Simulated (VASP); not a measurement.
# Pt (P6_3/mmc) in VASP: notebook

Pt is run at these levels: PBE; tasks: single point, relaxation of cell and atoms.

Program: VASP 6.6.1. These are calculated values, not measurements. Logs are shortened: lines on timing, memory, paths and dates and some standing lists are left out, and cuts for length are marked.

## Step 1: The cell of the first run

The structure is hexagonal, space group P6_3/mmc (No. 194). Conventional cell: a = 2.772 Å, b = 2.772 Å, c = 4.803 Å, α = 90.00°, β = 90.00°, γ = 120.00°. Within 3.7 Å of Pt (site symmetry -6m2) lie 12 Pt at 2.77 to 2.89 Å.

## Step 2: Single point, PBE

The input, INCAR:

```
SYSTEM = Pt
PREC = Accurate ; ENCUT = 520
EDIFF = 1E-6 ; ISMEAR = 1
SIGMA = 0.05 ; LREAL = .FALSE.
LASPH = .TRUE. ; NELM = 80
ALGO = Normal ; ISIF = 2
LWAVE = .FALSE. ; LCHARG = .FALSE.
GGA = PE ; NBANDS = 17
```

The input, KPOINTS:

```
regular mesh
0
G
  17 17 9
  0 0 0
```

The input, POSCAR:

```
Pt
1.0
    2.7719442260      0.0000000000      0.0000000000
   -1.3859721130      2.4005741176      0.0000000000
    0.0000000000      0.0000000000      4.8033672369
Pt
2
Direct
    0.3333333333      0.6666666667      0.2500000000
    0.6666666667      0.3333333333      0.7500000000
```

Potentials or basis: VASP PAW PBE potentials, release 64 (Pt).

Launch:

```console
$ cat potpaw_PBE.64/Pt/POTCAR > POTCAR
$ mpirun -np 1 vasp_std > vasp.out
```

OUTCAR:

```text
SYSTEM = Pt
   PREC = Accurate
   ENCUT = 520
   EDIFF = 1E-6
   ISMEAR = 1
   LREAL = .FALSE.
   LASPH = .TRUE.
   NELM = 80
   ISIF = 2
   GGA = PE

 ion  position               nearest neighbor table
   1  0.333  0.667  0.250-   2 2.89   2 2.89   2 2.89   2 2.89   2 2.89   2 2.89
   2  0.667  0.333  0.750-   1 2.89   1 2.89   1 2.89   1 2.89   1 2.89   1 2.89

  LATTYP: Found a hexagonal cell.
 ALAT       =     2.7719442260
 C/A-ratio  =     1.7328513293

  Lattice vectors:

 A1 = (   2.7719442260,   0.0000000000,   0.0000000000)
 A2 = (  -1.3859721130,   2.4005741176,   0.0000000000)
 A3 = (   0.0000000000,   0.0000000000,   4.8033672369)

Analysis of symmetry for initial positions (statically):
=====================================================================
 Subroutine PRICEL returns:
 Original cell was already a primitive cell.

 Routine SETGRP: Setting up the symmetry group for a
 hexagonal supercell.

 Subroutine GETGRP returns: Found 24 space group operations
 (whereof 12 operations were pure point group operations)
 out of a pool of 24 trial point group operations.

The static configuration has the point symmetry D_3d.
 The point group associated with its full space group is D_6h.

Analysis of symmetry for dynamics (positions and initial velocities):
=====================================================================
 Subroutine PRICEL returns:
 Original cell was already a primitive cell.

 Routine SETGRP: Setting up the symmetry group for a
 hexagonal supercell.

 Subroutine GETGRP returns: Found 24 space group operations
 (whereof 12 operations were pure point group operations)
 out of a pool of 24 trial point group operations.

The dynamic configuration has the point symmetry D_3d.
 The point group associated with its full space group is D_6h.

 Subroutine INISYM returns: Found 24 space group operations
 (whereof 12 operations are pure point group operations),
 and found     1 'primitive' translations

----------------------------------------------------------------------------------------

                                     Primitive cell

  volume of cell :      31.9628

  direct lattice vectors                    reciprocal lattice vectors
     2.771944226  0.000000000  0.000000000     0.360757619  0.208283509  0.000000000
    -1.385972113  2.400574118  0.000000000     0.000000000  0.416567017  0.000000000
     0.000000000  0.000000000  4.803367237     0.000000000  0.000000000  0.208187288

  length of vectors
     2.771944226  2.771944226  4.803367237     0.416567017  0.416567017  0.208187288

  position of ions in fractional coordinates (direct lattice)
     0.333333333  0.666666667  0.250000000
     0.666666667  0.333333333  0.750000000

  ion indices of the primitive-cell ions
   primitive index   ion index
                 1           1
                 2           2

----------------------------------------------------------------------------------------

 KPOINTS: regular mesh

Automatic generation of k-mesh.
 Grid dimensions read from file:
 generate k-points for:   17   17    9

 Generating k-lattice:

  Cartesian coordinates                     Fractional coordinates (reciprocal lattice)
     0.021221036  0.012251971  0.000000000     0.058823529  0.000000000  0.000000000
     0.000000000  0.024503942  0.000000000     0.000000000  0.058823529  0.000000000
     0.000000000  0.000000000  0.023131921     0.000000000  0.000000000  0.111111111

  Length of vectors
     0.024503942  0.024503942  0.023131921

  Shift w.r.t. Gamma in fractional coordinates (k-lattice)
     0.000000000  0.000000000  0.000000000

 Subroutine IBZKPT returns following result:
 ===========================================

 Found    165 irreducible k-points:

 Following reciprocal coordinates:
            Coordinates               Weight
  0.000000  0.000000  0.000000      1.000000
  0.058824 -0.000000  0.000000      6.000000
  0.117647 -0.000000  0.000000      6.000000
  0.176471 -0.000000  0.000000      6.000000
  0.235294 -0.000000  0.000000      6.000000
  0.294118  0.000000  0.000000      6.000000
[... 16 lines left out ...]
  0.411765  0.117647  0.000000     12.000000
  0.176471  0.176471  0.000000      6.000000
 [... further k-points ...]
   k-points           NKPTS =    165   k-points in BZ     NKDIM =    165   number of bands    NBANDS=     17
   number of dos      NEDOS =    301   number of ions     NIONS =      2
   total plane-waves  NPLWV =  20736
   dimension x,y,z NGX =    24 NGY =   24 NGZ =   36
   dimension x,y,z NGXF=    48 NGYF=   48 NGZF=   72
   ions per type =               2
   NGX,Y,Z   is equivalent  to a cutoff of  14.39, 14.39, 12.46 a.u.
   NGXF,Y,Z  is equivalent  to a cutoff of  28.79, 28.79, 24.92 a.u.
 SYSTEM =  Pt
   PREC   = accura    normal or accurate (medium, high low for compatibility)
   ISTART =      0    job   : 0-new  1-cont  2-samecut
   ICHARG =      2    charge: 1-file 2-atom 10-const
   ISPIN  =      1    spin polarized calculation?
   LNONCOLLINEAR =      F non collinear calculations
   LSORBIT =      F    spin-orbit coupling
   LASPH  =      T    aspherical Exc in radial PAW
   ENCUT  =  520.0 eV  38.22 Ry    6.18 a.u.   5.15  5.15  8.93*2*pi/ulx,y,z
   NELM   =     80;   NELMIN=  2; NELMDL= -5     # of ELM steps
   EDIFF  = 0.1E-05   stopping-criterion for ELM
   LREAL  =      F    real-space projection
   EDIFFG = 0.1E-04   stopping-criterion for IOM
   NSW    =      0    number of steps for IOM
   IBRION =     -1    ionic relax: 0-MD 1-quasi-New 2-CG
   NFREE  =      0    steps in history (QN), initial steepest desc. (CG)
   ISIF   =      2    stress and relaxation
   ISYM   =      2    0-nonsym 1-usesym 2-fastsym
   POTIM  = 0.5000    time-step for ionic-motion
   TEBEG  =    0.0;   TEEND  =   0.0 temperature during run
   PSTRESS=    0.0 pullay stress
   NELECT =      20.0000    total number of electrons
   NUPDOWN=      -1.0000    fix difference up-down
   EMIN   =  10.00;   EMAX   =-10.00  energy-range for DOS
   EFERMI =   0.00;   METHOD = LEGACY
   ISMEAR =     1;   SIGMA  =   0.05  broadening in eV -4-tet -1-fermi 0-gaus
   EFERMI_NEDOS =   21; number of points for ismear=-14 and -15
   IALGO  =     38    algorithm
   IMIX   =      4    mixing-type and parameters
     AMIX     =   0.40;   BMIX     =  1.00
     AMIX_MAG =   1.60;   BMIX_MAG =  1.00
  volume/ion in A,a.u.               =      15.98       107.85
  Fermi-wavevector in a.u.,A,eV,Ry     =   1.400242  2.646073 26.676630  1.960677
  Thomas-Fermi vector in A             =   2.523222
   LORBIT       =      0    0 simple, 1 ext, 2 COOP (PROOUT), +10 PAW based schemes
   GGA     = PE    functional components
   LHFCALC =     F    Hartree Fock is set to
   AEXX    =    0.0000 exact exchange contribution
   IVDW    =     0    specifies the selected vdW correction
   LEPSILON=     F    determine dielectric tensor
   LRPA    =     F    only Hartree local field effects (RPA)
 non-spin polarized calculation
 Methfessel and Paxton  Order N= 1 SIGMA  =   0.05
  energy-cutoff  :      520.00
  volume of cell :       31.96
 maximum number of plane-waves:       873
 NGX is ok and might be reduce to    24
   NGX = 11   NGY = 11   NGZ = 17

 number of electron      20.0000004 magnetization

 Free energy of the ion-electron system (eV)
  ---------------------------------------------------
  ext. energy  EPLUGINS =         0.00000000
  ---------------------------------------------------
  free energy    TOTEN  =       -12.07722861 eV

  energy without entropy =      -12.07736378  energy(sigma->0) =      -12.07727367

 E-fermi :  10.1319     XC(G=0): -13.1396

 val. band max:       10.1263138150   @ k =   0.3529   0.0000   0.1111
 cond. band min:      10.1374070018   @ k =   0.4706  -0.0000   0.3333
 fundamental gap:      0.0110931868
 Fermi energy:        10.1318666808

 k-point     1 :       0.0000    0.0000    0.0000
  band No.  band energies     occupation
      1       0.6002      2.00000
      2       3.2335      2.00000
      3       6.3133      2.00000
      4       6.8120      2.00000
      5       6.8120      2.00000
      6       7.1705      2.00000
[... 9 lines left out ...]
     16      27.4427      0.00000
     17      31.0708      0.00000

 k-point     2 :       0.0588   -0.0000    0.0000
  band No.  band energies     occupation
      1       0.7245      2.00000
      2       3.3478      2.00000
      3       6.3037      2.00000
      4       6.8045      2.00000
      5       6.9061      2.00000
      6       7.1097      2.00000
[... 9 lines left out ...]
     16      27.5973      0.00000
     17      30.3238      0.00000

 k-point     3 :       0.1176   -0.0000    0.0000
  band No.  band energies     occupation
      1       1.0871      2.00000
      2       3.6682      2.00000
      3       6.2101      2.00000
      4       6.8158      2.00000
      5       7.0161      2.00000
      6       7.1833      2.00000
[... 9 lines left out ...]
     16      27.6867      0.00000
     17      29.1740      0.00000

 k-point     4 :       0.1765   -0.0000    0.0000
  band No.  band energies     occupation
      1       1.6542      2.00000
      2       4.1024      2.00000
      3       6.0571      2.00000
      4       6.6354      2.00000
      5       6.7960      2.00000
      6       7.2551      2.00000
[... 9 lines left out ...]
     16      27.7318      0.00000
     17      27.8101      0.00000
[... 343 lines left out ...]
      1       4.2043      2.00000
      2       4.3869      2.00000
      3       4.8391      2.00000
      4       6.7104      2.00000
      5       6.7818      2.00000
      6       7.1866      2.00000
[... 9 lines left out ...]
     16      23.1286      0.00000
     17      24.3170      0.00000

 k-point    23 :       0.4118    0.1176    0.0000
  band No.  band energies     occupation
      1       4.2476      2.00000
      2       4.3132      2.00000
      3       4.7071      2.00000
      4       6.8289      2.00000
      5       6.9799      2.00000
      6       7.1348      2.00000
[... 9 lines left out ...]
     16      21.9078      0.00000
     17      23.8232      0.00000

 k-point    24 :       0.1765    0.1765    0.0000
  band No.  band energies     occupation
      1       3.3968      2.00000
      2       5.1541      2.00000
      3       5.4561      2.00000
      4       5.5717      2.00000
      5       6.5374      2.00000
      6       6.8746      2.00000
[... 9 lines left out ...]
     16      26.1097      0.00000
     17      27.9844      0.00000

 [... further k-points ...]
[... 5 lines left out ...]
  --------------------------------------------------------------------------------------
  -------------------------------------------------------------------------------------
  Total       -0.8169078     -0.8169078     -0.7343922      0.0000000      0.0000000      0.0000000
  in kB      -40.9485202    -40.9485202    -36.8123228      0.0000000      0.0000000      0.0000000
  external PRESSURE =     -39.5697877 kB  Pullay stress =       0.0000000 kB

 VOLUME and BASIS-vectors are now :
 -----------------------------------------------------------------------------
  energy-cutoff  :      520.00
  volume of cell :       31.96
      direct lattice vectors                 reciprocal lattice vectors
     2.771944226  0.000000000  0.000000000     0.360757619  0.208283509  0.000000000
    -1.385972113  2.400574118  0.000000000     0.000000000  0.416567017  0.000000000
     0.000000000  0.000000000  4.803367237     0.000000000  0.000000000  0.208187288

 POSITION                                       TOTAL-FORCE (eV/Angst)
 -----------------------------------------------------------------------------------
     -0.00000      1.60038      1.20084        -0.000000      0.000000      0.000000
      1.38597      0.80019      3.60253         0.000000     -0.000000      0.000000
 -----------------------------------------------------------------------------------
    total drift:                                0.000000     -0.000000      0.000000

  FREE ENERGIE OF THE ION-ELECTRON SYSTEM (eV)
  ---------------------------------------------------
  free  energy   TOTEN  =       -12.0772286116 eV

  energy  without entropy=      -12.0773637785  energy(sigma->0) =      -12.07727367
```

Wall time 28 s (1 thread of Intel Xeon 6975P-C (Granite Rapids), shared host); peak memory 0.2 GiB.

Results:

```yaml
Free_energy: -12.0772 eV
Pressure: -4.0 GPa
Band_gap_on_the_k_mesh: zero (band 10 reaches 10.59 eV, above the bottom of band 11 at 9.42 eV)
```

Caveat: spin-orbit coupling is left out, which moves the levels of the heavy elements.

## Step 3: Relaxation of cell and atoms, PBE

This run uses another cell than the first one, of 15.03 Å³/atom, 0.940 times its volume.

The input, INCAR:

```
  PREC = Accurate
  ENCUT = 600
  EDIFF = 1E-6
  ISMEAR = 1
  SIGMA = 0.05
  LREAL = False
  LASPH = True
  NELM = 100
  ALGO = Normal
  ISIF = 3
  LWAVE = False
  LCHARG = False
  GGA = PE
  IBRION = 2
  NSW = 80
  EDIFFG = -0.01
```

The input, KPOINTS:

```
regular mesh
0
Gamma
  17 17 9
```

The input, POSCAR:

```
Pt
1.0
    2.7700000000      0.0000000000      0.0000000000
   -1.3850000000      2.3988903685      0.0000000000
    0.0000000000      0.0000000000      4.5234100000
Pt
2
Direct
    0.3333333333      0.6666666667      0.2500000000
    0.6666666667      0.3333333333      0.7500000000
```

Potentials or basis: VASP PAW PBE potentials, release 64 (Pt).

Launch:

```console
$ cat potpaw_PBE.64/Pt/POTCAR > POTCAR
$ mpirun -np 1 vasp_std > vasp.out
```

Run time: 2.2 min. Hardware: 1 thread of Intel Xeon 6975P-C (Granite Rapids), shared host; peak memory 0.22 GiB.

Results (log left out):

- Free energy: -12.0831 eV
- Relaxed volume: 15.72 Å³/atom
- Relaxed cell: a = 2.757 Å, b = 2.757 Å, c = 4.776 Å, α = 90.00°, β = 90.00°, γ = 120.00°
- Space group after relaxing (to 0.05 Å): P6_3/mmc (No. 194)
- Energy gained by relaxing: 44.2 meV/atom
- Ionic steps: 9
- Pressure after relaxing: 0.0 GPa
- Band gap on the k mesh: zero (band 10 reaches 10.90 eV, above the bottom of band 11 at 9.70 eV)

Stress tensor (GPa, compression positive):
```
 0.05  0.00  0.00
 0.00  0.05  0.00
 0.00  0.00 -0.03
```

Step by step:
| step | energy change (eV) | largest force (eV/Å) | pressure (GPa) | volume (Å³) |
| --- | --- | --- | --- | --- |
| 1 | 0.0000 | 0.0000 | 12.19 | 30.06 |
| 2 | 0.2023 | 0.0000 | -20.82 | 35.29 |
| 3 | -0.0626 | 0.0000 | -1.86 | 31.64 |
| 4 | -0.0627 | 0.0000 | -1.46 | 31.58 |
| 5 | -0.0872 | 0.0000 | -0.50 | 31.48 |
| 6 | -0.0884 | 0.0000 | -0.10 | 31.45 |
| 7 | -0.0884 | 0.0000 | -0.06 | 31.45 |
| 8 | -0.0884 | 0.0000 | 0.14 | 31.42 |
| 9 | -0.0884 | 0.0000 | 0.03 | 31.44 |

Final structure:
```cif
data_structure
_symmetry_space_group_name_H-M 'P 1'
_symmetry_Int_Tables_number 1
_cell_length_a 2.7570
_cell_length_b 2.7570
_cell_length_c 4.7759
_cell_angle_alpha 90.000
_cell_angle_beta 90.000
_cell_angle_gamma 120.000
_cell_volume 31.44
loop_
_atom_site_label
_atom_site_type_symbol
_atom_site_fract_x
_atom_site_fract_y
_atom_site_fract_z
_atom_site_occupancy
Pt1 Pt 0.33333 0.66667 0.25000 1
Pt2 Pt 0.66667 0.33333 0.75000 1
```

Levels at points of the mesh, in eV from the Fermi level:
| k point | band 8 | band 9 | band 10 | band 11 | band 12 | band 13 |
| --- | --- | --- | --- | --- | --- | --- |
| (0.00, 0.00, 0.00) | -1.80 | -1.80 | -0.69 | -0.20 | -0.20 | 4.76 |

Caveat: spin-orbit coupling is left out, which moves the levels of the heavy elements.
